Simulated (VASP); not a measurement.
# Pt (Fm-3m) in VASP: single point with PBE

Aim: the single point of Pt with PBE.

All numbers are computed with VASP 6.6.1; they aren't measurements. Logs are shortened: lines on timing, memory, paths and dates and some standing lists are left out, and cuts for length are marked.

### Step 1. The cell of the first run

The structure is cubic, space group Fm-3m (No. 225). The conventional cell has a = 3.970 Å, b = 3.970 Å, c = 3.970 Å, α = 90.00°, β = 90.00°, γ = 90.00°. Within 3.7 Å of Pt (site symmetry m-3m) lie 12 Pt at 2.81 Å.

### Step 2. Single point, PBE

Contents of INCAR:

```
SYSTEM = Pt
PREC = Accurate
ENCUT = 520
EDIFF = 1E-6
ISMEAR = 0
SIGMA = 0.1
LREAL = Auto
LASPH = .True.
NELM = 80
ALGO = Fast
ISIF = 2
LWAVE = .False.
LCHARG = .False.
GGA = PE
NBANDS = 94
```

Contents of KPOINTS:

```
regular mesh
0
Gamma
  5 5 5
  0 0 0
```

Contents of POSCAR:

```
Pt
1.0
   -3.9702307194      3.9702307194     -3.9702307194
    3.9702307194     -3.9702307194     -3.9702307194
   -3.9702307194     -3.9702307194      3.9702307194
Pt
16
Direct
    0.2500000000      0.7500000000      0.0000000000
    0.0000000000      0.7500000000      0.2500000000
    0.7500000000      0.7500000000      0.5000000000
    0.5000000000      0.5000000000      0.0000000000
    0.5000000000      0.7500000000      0.7500000000
    0.2500000000      0.5000000000      0.2500000000
    0.0000000000      0.5000000000      0.5000000000
    0.7500000000      0.2500000000      0.0000000000
    0.7500000000      0.5000000000      0.7500000000
    0.5000000000      0.2500000000      0.2500000000
    0.2500000000      0.2500000000      0.5000000000
    0.0000000000      0.0000000000      0.0000000000
    0.0000000000      0.2500000000      0.7500000000
    0.7500000000      0.0000000000      0.2500000000
    0.5000000000      0.0000000000      0.5000000000
    0.2500000000      0.0000000000      0.7500000000
```

Potentials or basis: VASP PAW PBE potentials, release 64 (Pt).

The run is started by

```sh
> cat potpaw_PBE.64/Pt/POTCAR > POTCAR
> mpirun -np 1 vasp_std > vasp.out
```

OUTCAR:

```text
SYSTEM = Pt
   PREC = Accurate
   ENCUT = 520
   EDIFF = 1E-6
   ISMEAR = 0
   LREAL = Auto
   LASPH = .True.
   NELM = 80
   ISIF = 2
   GGA = PE

 ion  position               nearest neighbor table
   1  0.250  0.750  0.000-   2 2.81   4 2.81   5 2.81   6 2.81  10 2.81  12 2.81  14 2.81  15 2.81
                            16 2.81   7 2.81  13 2.81   9 2.81
   2  0.000  0.750  0.250-   1 2.81   3 2.81   6 2.81   7 2.81  11 2.81  12 2.81  14 2.81  15 2.81
                            16 2.81   9 2.81   8 2.81   4 2.81
   3  0.750  0.750  0.500-   2 2.81   5 2.81   7 2.81   9 2.81  12 2.81  13 2.81  14 2.81  15 2.81
                            16 2.81   4 2.81  10 2.81   6 2.81
   4  0.500  0.500  0.000-   1 2.81   2 2.81   3 2.81   5 2.81   6 2.81   8 2.81   9 2.81  10 2.81
                            14 2.81  11 2.81  16 2.81  13 2.81
   5  0.500  0.750  0.750-   1 2.81   3 2.81   4 2.81   8 2.81   9 2.81  12 2.81  14 2.81  15 2.81
                            16 2.81   6 2.81  11 2.81   7 2.81
   6  0.250  0.500  0.250-   1 2.81   2 2.81   3 2.81   4 2.81   5 2.81   7 2.81  10 2.81  11 2.81
                            15 2.81  13 2.81  12 2.81   8 2.81
   7  0.000  0.500  0.500-   1 2.81   2 2.81   3 2.81   5 2.81   6 2.81   9 2.81  11 2.81  13 2.81
                            16 2.81   8 2.81  14 2.81  10 2.81
   8  0.750  0.250  0.000-   2 2.81   4 2.81   6 2.81   7 2.81   9 2.81  10 2.81  12 2.81  13 2.81
                            14 2.81  15 2.81   5 2.81  16 2.81
   9  0.750  0.500  0.750-   1 2.81   2 2.81   3 2.81   4 2.81   5 2.81   7 2.81   8 2.81  12 2.81
                            13 2.81  10 2.81  15 2.81  11 2.81
  10  0.500  0.250  0.250-   3 2.81   4 2.81   6 2.81   7 2.81   8 2.81   9 2.81  11 2.81  14 2.81
                            15 2.81  16 2.81   1 2.81  12 2.81
  11  0.250  0.250  0.500-   4 2.81   5 2.81   6 2.81   7 2.81   9 2.81  10 2.81  13 2.81  15 2.81
                            16 2.81  12 2.81   2 2.81  14 2.81
  12  0.000  0.000  0.000-   1 2.81   2 2.81   6 2.81   8 2.81  10 2.81  11 2.81  13 2.81  14 2.81
                            16 2.81   3 2.81   9 2.81   5 2.81
  13  0.000  0.250  0.750-   1 2.81   4 2.81   6 2.81   7 2.81   8 2.81   9 2.81  11 2.81  12 2.81
                            16 2.81  14 2.81   3 2.81  15 2.81
  14  0.750  0.000  0.250-   2 2.81   3 2.81   7 2.81   8 2.81  10 2.81  11 2.81  12 2.81  13 2.81
                            15 2.81   5 2.81   4 2.81   1 2.81
  15  0.500  0.000  0.500-   3 2.81   5 2.81   8 2.81   9 2.81  10 2.81  11 2.81  13 2.81  14 2.81
                            16 2.81   1 2.81   6 2.81   2 2.81
  16  0.250  0.000  0.750-   1 2.81   4 2.81   5 2.81   8 2.81  10 2.81  11 2.81  12 2.81  13 2.81
                            15 2.81   2 2.81   7 2.81   3 2.81

  LATTYP: Found a body centered cubic cell.
 ALAT       =     7.9404614388

  Lattice vectors:

 A1 = (  -3.9702307194,   3.9702307194,  -3.9702307194)
 A2 = (   3.9702307194,  -3.9702307194,  -3.9702307194)
 A3 = (  -3.9702307194,  -3.9702307194,   3.9702307194)

Analysis of symmetry for initial positions (statically):
=====================================================================
 Subroutine PRICEL returns following result:

  LATTYP: Found a face centered cubic cell.
 ALAT       =     3.9702307194

  Lattice vectors:

 A1 = (   1.9851153597,  -1.9851153597,   0.0000000000)
 A2 = (   1.9851153597,   0.0000000000,   1.9851153597)
 A3 = (   0.0000000000,  -1.9851153597,   1.9851153597)

  16 primitive cells build up your supercell.

 Routine SETGRP: Setting up the symmetry group for a
 body centered cubic supercell.

 Subroutine GETGRP returns: Found 48 space group operations
 (whereof 48 operations were pure point group operations)
 out of a pool of 48 trial point group operations.

The static configuration has the point symmetry O_h .

Analysis of symmetry for dynamics (positions and initial velocities):
=====================================================================
 Subroutine PRICEL returns following result:

  LATTYP: Found a face centered cubic cell.
 ALAT       =     3.9702307194

  Lattice vectors:

 A1 = (   1.9851153597,  -1.9851153597,   0.0000000000)
 A2 = (   1.9851153597,   0.0000000000,   1.9851153597)
 A3 = (   0.0000000000,  -1.9851153597,   1.9851153597)

  16 primitive cells build up your supercell.

 Routine SETGRP: Setting up the symmetry group for a
 body centered cubic supercell.

 Subroutine GETGRP returns: Found 48 space group operations
 (whereof 48 operations were pure point group operations)
 out of a pool of 48 trial point group operations.
[... 36 lines left out ...]
 Generating k-lattice:

  Cartesian coordinates                     Fractional coordinates (reciprocal lattice)
    -0.025187453  0.000000000 -0.025187453     0.200000000  0.000000000  0.000000000
     0.000000000 -0.025187453 -0.025187453     0.000000000  0.200000000  0.000000000
    -0.025187453 -0.025187453  0.000000000     0.000000000  0.000000000  0.200000000

  Length of vectors
     0.035620438  0.035620438  0.035620438

  Shift w.r.t. Gamma in fractional coordinates (k-lattice)
     0.000000000  0.000000000  0.000000000

 Subroutine IBZKPT returns following result:
 ===========================================

 Found     10 irreducible k-points:

 Following reciprocal coordinates:
            Coordinates               Weight
  0.000000  0.000000  0.000000      1.000000
  0.200000  0.000000  0.000000     12.000000
  0.400000  0.000000  0.000000     12.000000
  0.200000  0.200000  0.000000     24.000000
  0.400000  0.200000  0.000000     24.000000
  0.200000  0.200000  0.200000      8.000000
 -0.200000  0.200000  0.200000      6.000000
 -0.400000  0.400000  0.200000     24.000000
 -0.400000 -0.400000  0.200000      8.000000
 -0.400000  0.400000  0.400000      6.000000
   k-points           NKPTS =     10   k-points in BZ     NKDIM =     10   number of bands    NBANDS=     94
   number of dos      NEDOS =    301   number of ions     NIONS =     16
   total plane-waves  NPLWV = 157464
   dimension x,y,z NGX =    54 NGY =   54 NGZ =   54
   dimension x,y,z NGXF=   108 NGYF=  108 NGZF=  108
   ions per type =              16
   NGX,Y,Z   is equivalent  to a cutoff of  13.05, 13.05, 13.05 a.u.
   NGXF,Y,Z  is equivalent  to a cutoff of  26.11, 26.11, 26.11 a.u.
 SYSTEM =  Pt
   PREC   = accura    normal or accurate (medium, high low for compatibility)
   ISTART =      0    job   : 0-new  1-cont  2-samecut
   ICHARG =      2    charge: 1-file 2-atom 10-const
   ISPIN  =      1    spin polarized calculation?
   LNONCOLLINEAR =      F non collinear calculations
   LSORBIT =      F    spin-orbit coupling
   LASPH  =      T    aspherical Exc in radial PAW
   ENCUT  =  520.0 eV  38.22 Ry    6.18 a.u.  12.79 12.79 12.79*2*pi/ulx,y,z
   NELM   =     80;   NELMIN=  2; NELMDL= -5     # of ELM steps
   EDIFF  = 0.1E-05   stopping-criterion for ELM
   LREAL  =      T    real-space projection
   EDIFFG = 0.1E-04   stopping-criterion for IOM
   NSW    =      0    number of steps for IOM
   IBRION =     -1    ionic relax: 0-MD 1-quasi-New 2-CG
   NFREE  =      0    steps in history (QN), initial steepest desc. (CG)
   ISIF   =      2    stress and relaxation
   ISYM   =      2    0-nonsym 1-usesym 2-fastsym
   POTIM  = 0.5000    time-step for ionic-motion
   TEBEG  =    0.0;   TEEND  =   0.0 temperature during run
   PSTRESS=    0.0 pullay stress
   NELECT =     160.0000    total number of electrons
   NUPDOWN=      -1.0000    fix difference up-down
   EMIN   =  10.00;   EMAX   =-10.00  energy-range for DOS
   EFERMI =   0.00;   METHOD = LEGACY
   ISMEAR =     0;   SIGMA  =   0.10  broadening in eV -4-tet -1-fermi 0-gaus
   EFERMI_NEDOS =   21; number of points for ismear=-14 and -15
   IALGO  =     68    algorithm
   IMIX   =      4    mixing-type and parameters
     AMIX     =   0.40;   BMIX     =  1.00
     AMIX_MAG =   1.60;   BMIX_MAG =  1.00
  volume/ion in A,a.u.               =      15.65       105.58
  Fermi-wavevector in a.u.,A,eV,Ry     =   1.410195  2.664882 27.057214  1.988649
  Thomas-Fermi vector in A             =   2.532173
   LORBIT       =      0    0 simple, 1 ext, 2 COOP (PROOUT), +10 PAW based schemes
   GGA     = PE    functional components
   LHFCALC =     F    Hartree Fock is set to
   AEXX    =    0.0000 exact exchange contribution
   IVDW    =     0    specifies the selected vdW correction
   LEPSILON=     F    determine dielectric tensor
   LRPA    =     F    only Hartree local field effects (RPA)
 non-spin polarized calculation
 RMM-DIIS sequential band-by-band and
 Gauss-broadening in eV      SIGMA  =   0.10
  energy-cutoff  :      520.00
  volume of cell :      250.33
 maximum number of plane-waves:      6776
 NGX is ok and might be reduce to    54
   NGX = 25   NGY = 25   NGZ = 25

 number of electron     160.0000035 magnetization

 Free energy of the ion-electron system (eV)
  ---------------------------------------------------
  ext. energy  EPLUGINS =         0.00000000
  ---------------------------------------------------
  free energy    TOTEN  =       -97.68767865 eV

  energy without entropy =      -97.53489119  energy(sigma->0) =      -97.61128492

 E-fermi :  10.5696     XC(G=0): -13.2703

 val. band max:       10.5688450297   @ k =   0.0000   0.0000   0.0000
 cond. band min:      10.6028380486   @ k =   0.2000   0.2000   0.2000
 fundamental gap:      0.0339930189
 Fermi energy:        10.5696148083

 k-point     1 :       0.0000    0.0000    0.0000
  band No.  band energies     occupation
      1       0.7626      2.00000
      2       3.8916      2.00000
      3       3.8916      2.00000
      4       3.8916      2.00000
      5       4.3297      2.00000
      6       4.3297      2.00000
[... 939 lines left out ...]
     91      16.4187      0.00000
     92      16.4603      0.00000
 [bands above 92 left out]

------------------------ aborting loop because EDIFF is reached ----------------------------------------

  FORCE on cell =-STRESS in cart. coord.  units (eV):
  Direction    XX          YY          ZZ          XY          YZ          ZX
  --------------------------------------------------------------------------------------
  -------------------------------------------------------------------------------------
  Total       -0.8429129     -0.8429129     -0.8429129     -0.0000000      0.0000000     -0.0000000
  in kB       -5.3949329     -5.3949329     -5.3949329     -0.0000000      0.0000000     -0.0000000
  external PRESSURE =      -5.3949329 kB  Pullay stress =       0.0000000 kB

 VOLUME and BASIS-vectors are now :
 -----------------------------------------------------------------------------
  energy-cutoff  :      520.00
  volume of cell :      250.33
      direct lattice vectors                 reciprocal lattice vectors
    -3.970230719  3.970230719 -3.970230719    -0.125937265  0.000000000 -0.125937265
     3.970230719 -3.970230719 -3.970230719     0.000000000 -0.125937265 -0.125937265
    -3.970230719 -3.970230719  3.970230719    -0.125937265 -0.125937265  0.000000000

 POSITION                                       TOTAL-FORCE (eV/Angst)
 -----------------------------------------------------------------------------------
      1.98512     -1.98512     -3.97023        -0.000000      0.000000      0.000000
      1.98512     -3.97023     -1.98512         0.000000     -0.000000     -0.000000
     -1.98512     -1.98512     -3.97023         0.000000     -0.000000      0.000000
      0.00000      0.00000     -3.97023         0.000000      0.000000     -0.000000
     -1.98512     -3.97023     -1.98512         0.000000      0.000000      0.000000
      0.00000     -1.98512     -1.98512         0.000000     -0.000000     -0.000000
[... 8 lines left out ...]
     -3.97023      0.00000      0.00000         0.000000     -0.000000     -0.000000
     -3.97023     -1.98512      1.98512         0.000000      0.000000     -0.000000
 -----------------------------------------------------------------------------------
    total drift:                               -0.000000     -0.000000     -0.000000

  FREE ENERGIE OF THE ION-ELECTRON SYSTEM (eV)
  ---------------------------------------------------
  free  energy   TOTEN  =       -97.6876786509 eV

  energy  without entropy=      -97.5348911918  energy(sigma->0) =      -97.61128492
```

Wall time 15 min (1 thread of AMD EPYC 7R43 (Zen 3), shared host); peak memory 0.42 GiB.

Results:

```
Free energy            : -97.6877 eV
Pressure               : -0.5 GPa
Band gap on the k mesh : zero (band 80 reaches 11.03 eV, above the bottom of band 81 at 10.41 eV)
```

Caveat: spin-orbit coupling is left out, which moves the levels of the heavy elements.
